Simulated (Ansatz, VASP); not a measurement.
## Two plane-wave programs on KI

```xyz
2
Lattice="0.0000 3.3483 3.5246 3.3483 0.0000 3.5246 3.3483 3.3483 0.0000" Properties=species:S:1:pos:R:3 pbc="T T T"
K     0.0000    0.0000    0.0000
I     3.3483    3.3483    3.5246
```

Change from the starting cell: strain -0.050 along x and y, +0.000 along z, atoms carried along.

Alike in both runs: task single point; functional PBE; k mesh 6 × 6 × 6; occupations gaussian, width 0.05 eV; no spin polarisation.

|  | VASP | Ansatz |
| --- | --- | --- |
| version | VASP 6.6.1 | Ansatz 0.2.0 |
| potentials or method | VASP PAW PBE potentials, release 64 (K_sv, I), cutoff 520 eV | scalar-relativistic, plane waves, PAW |
| valence electrons in the cell | 16 | 26 |

|  | VASP | Ansatz | Ansatz less VASP |
| --- | --- | --- | --- |
| gap on the k mesh at the Fermi level (eV) | 4.21 | 4.22 | +0.006 |
| least direct gap on the mesh (eV) | 4.21 | 4.22 | +0.006 |
| pressure (GPa) | 2.7 | 2.6 | -0.06 |
| traceless stress, the component that is largest in VASP (GPa) | -1.44 | -1.43 | +0.017 |

The functional is the same, so the differences come from potentials, cutoffs and numerics. VASP's potentials hold 16 valence electrons a cell and Ansatz's 26, so a difference there can come from the potentials and not from the codes.

Neither program's run includes spin-orbit coupling.
